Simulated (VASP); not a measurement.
# TiO2 (P4_2/mnm) in VASP: notebook, part 2 of 2

VASP 6.6.1. Earlier steps stand in the parts before.

### 3 Single point, LDA (equal xx and yy strain of +1 %)

Contents of INCAR:

```
  PREC = Accurate
  ENCUT = 520
  EDIFF = 1E-7
  ISMEAR = -1
  SIGMA = 0.05
  LREAL = False
  LASPH = True
  NELM = 80
  ALGO = Normal
  ISIF = 2
  LWAVE = False
  LCHARG = False
  GGA = CA
  NBANDS = 33
```

Contents of KPOINTS:

```
regular mesh
0
Gamma
  7 7 10
```

Contents of POSCAR:

```
TiO2
1.0
    4.6399400000      0.0000000000      0.0000000000
    0.0000000000      4.6399400000      0.0000000000
    0.0000000000      0.0000000000      2.9590000000
Ti O
2 4
Direct
    0.0000000000      0.0000000000      0.0000000000
    0.5000000000      0.5000000000      0.5000000000
    0.3060000000      0.3060000000      0.0000000000
    0.1940000000      0.8060000000      0.5000000000
    0.6940000000      0.6940000000      0.0000000000
    0.8060000000      0.1940000000      0.5000000000
```

Potentials or basis: VASP PAW LDA potentials, release 64 (Ti_sv, O).

The run is started by

```bash
$ cat potpaw_LDA.64/Ti_sv/POTCAR potpaw_LDA.64/O/POTCAR > POTCAR
$ mpirun -np 1 vasp_std > vasp.out
```

OUTCAR:

```text
PREC = Accurate
   ENCUT = 520
   EDIFF = 1E-7
   ISMEAR = -1
   LREAL = False
   LASPH = True
   NELM = 80
   ISIF = 2
   GGA = CA

 ion  position               nearest neighbor table
   1  0.000  0.000  0.000-   4 1.95   6 1.95   4 1.95   6 1.95   5 2.01   3 2.01
   2  0.500  0.500  0.500-   3 1.95   5 1.95   3 1.95   5 1.95   4 2.01   6 2.01
   3  0.306  0.306  0.000-   2 1.95   2 1.95   1 2.01
   4  0.194  0.806  0.500-   1 1.95   1 1.95   2 2.01
   5  0.694  0.694  0.000-   2 1.95   2 1.95   1 2.01
   6  0.806  0.194  0.500-   1 1.95   1 1.95   2 2.01

  LATTYP: Found a simple tetragonal cell.
 ALAT       =     4.6399400000
 C/A-ratio  =     0.6377237637

  Lattice vectors:

 A1 = (   4.6399400000,   0.0000000000,   0.0000000000)
 A2 = (   0.0000000000,   4.6399400000,   0.0000000000)
 A3 = (   0.0000000000,   0.0000000000,   2.9590000000)

Analysis of symmetry for initial positions (statically):
=====================================================================
 Subroutine PRICEL returns:
 Original cell was already a primitive cell.

 Routine SETGRP: Setting up the symmetry group for a
[... 182 lines left out ...]
 fundamental gap:      1.7983585102
 Fermi energy:         5.1606143093

 k-point     1 :       0.0000    0.0000    0.0000
  band No.  band energies     occupation
      1     -51.8939      2.00000
      2     -51.8776      2.00000
      3     -28.5859      2.00000
      4     -28.5859      2.00000
      5     -28.4269      2.00000
      6     -28.4269      2.00000
[... 853 lines left out ...]
     32       9.6151      0.00000
     33      10.5141      0.00000

 [... further k-points ...]

------------------------ aborting loop because EDIFF is reached ----------------------------------------

  FORCE on cell =-STRESS in cart. coord.  units (eV):
  Direction    XX          YY          ZZ          XY          YZ          ZX
  --------------------------------------------------------------------------------------
  -------------------------------------------------------------------------------------
  Total       -4.0633352     -4.0633352     -4.6444226     -0.0000000      0.0000000      0.0000000
  in kB     -102.1935627   -102.1935627   -116.8080082     -0.0000000      0.0000000      0.0000000
  external PRESSURE =    -107.0650445 kB  Pullay stress =       0.0000000 kB

 VOLUME and BASIS-vectors are now :
 -----------------------------------------------------------------------------
  energy-cutoff  :      520.00
  volume of cell :       63.70
      direct lattice vectors                 reciprocal lattice vectors
     4.639940000  0.000000000  0.000000000     0.215520028  0.000000000  0.000000000
     0.000000000  4.639940000  0.000000000     0.000000000  0.215520028  0.000000000
     0.000000000  0.000000000  2.959000000     0.000000000  0.000000000  0.337952011

 POSITION                                       TOTAL-FORCE (eV/Angst)
 -----------------------------------------------------------------------------------
      0.00000      0.00000      0.00000         0.000000      0.000000      0.000000
      2.31997      2.31997      1.47950         0.000000      0.000000      0.000000
      1.41982      1.41982      0.00000        -0.014928     -0.014928      0.000000
      0.90015      3.73979      1.47950         0.014928     -0.014928      0.000000
      3.22012      3.22012      0.00000         0.014928      0.014928      0.000000
      3.73979      0.90015      1.47950        -0.014928      0.014928      0.000000
 -----------------------------------------------------------------------------------
    total drift:                               -0.000000      0.000000      0.000000

  FREE ENERGIE OF THE ION-ELECTRON SYSTEM (eV)
  ---------------------------------------------------
  free  energy   TOTEN  =       -58.6762287449 eV

  energy  without entropy=      -58.6762287439  energy(sigma->0) =      -58.67622874
```

It took 2.7 min on 1 thread of Intel Xeon 8259CL, shared host; peak memory 0.22 GiB.

Results:

```
Free energy            : -58.6762 eV
Pressure               : -10.7 GPa
Largest force          : 0.021 eV/Å
Band gap on the k mesh : 1.80 eV
```

Forces on the atoms (eV/Å):
```
Ti   0.000  0.000  0.000
Ti   0.000  0.000  0.000
O   -0.015 -0.015  0.000
O    0.015 -0.015  0.000
O    0.015  0.015  0.000
O   -0.015  0.015  0.000
```

Caveat: the cell differs from its parent crystal (equal xx and yy strain of +1 %); the cell stands under tension.

### 4 Single point, LDA (equal xx and yy strain of +3 %)

Contents of INCAR:

```
PREC = Accurate
ENCUT = 520
EDIFF = 1E-7
ISMEAR = -1
SIGMA = 0.05
LREAL = F
LASPH = T
NELM = 100
ALGO = Normal
ISIF = 2
LWAVE = F
LCHARG = F
NBANDS = 33
```

Contents of KPOINTS:

```
Automatic mesh
0
Gamma
  7 7 10
```

POSCAR, as its differences from that of step 3:

```diff
@@ -2,4 +2,4 @@
 1.0
-    4.6399400000      0.0000000000      0.0000000000
-    0.0000000000      4.6399400000      0.0000000000
+    4.7318200000      0.0000000000      0.0000000000
+    0.0000000000      4.7318200000      0.0000000000
     0.0000000000      0.0000000000      2.9590000000
```

The run is started by

```bash
$ cat potpaw_LDA.64/Ti_sv/POTCAR potpaw_LDA.64/O/POTCAR > POTCAR
$ mpirun -np 1 vasp_std > vasp.out
```

It took 3.2 min on 1 thread of Intel Xeon 8259CL, shared host; peak memory 0.22 GiB.

The run converged. Its results:

| Item | Value |
| --- | --- |
| Free energy | -58.4547 eV |
| Pressure | -17.5 GPa |
| Largest force | 0.230 eV/Å |
| Band gap on the k mesh | 1.75 eV |

Forces on the atoms (eV/Å):
```
Ti   0.000  0.000  0.000
Ti   0.000  0.000  0.000
O    0.163  0.163  0.000
O   -0.163  0.163  0.000
O   -0.163 -0.163  0.000
O    0.163 -0.163  0.000
```

Stress tensor (GPa, compression positive):
```
-17.83   0.00   0.00
  0.00 -17.83   0.00
  0.00   0.00 -16.91
```

Levels at points of the mesh, in eV from the valence-band top:
| k point | band 22 | band 23 | band 24 | band 25 | band 26 | band 27 |
| --- | --- | --- | --- | --- | --- | --- |
| (0.00, 0.00, 0.00) | -0.38 | -0.38 | 0.00 | 1.75 | 2.00 | 2.40 |
| (0.00, 0.00, 0.50) | -2.04 | -1.36 | -1.36 | 2.75 | 2.75 | 3.15 |

Caveat: the cell differs from its parent crystal (equal xx and yy strain of +3 %); the cell stands under tension. A k mesh can miss the band edges.

### 5 The runs side by side

| cell | gap on the mesh (eV) | pressure (GPa) | largest force (eV/Å) |
| --- | --- | --- | --- |
| a = 4.502, b = 4.502, c = 2.959 Å, 6 atoms | 1.88 | 2.5 | 0.32 |
| a = 4.640, b = 4.640, c = 2.959 Å, 6 atoms | 1.80 | -10.7 | 0.02 |
| a = 4.732, b = 4.732, c = 2.959 Å, 6 atoms | 1.75 | -17.5 | 0.23 |

Alike in all rows: task single point; level LDA; potentials or basis VASP PAW LDA potentials, release 64 (Ti_sv, O); no spin polarisation; k mesh 7 × 7 × 10; cutoff (eV) 520; smearing fermi-dirac 0.05 eV.

Caveats: the cell stands under tension (at least some runs); the stress differs along the axes, from -1 to 4 GPa (at least some runs).

Total energies depend on the potentials used, so only differences within one code and one set of settings carry meaning.
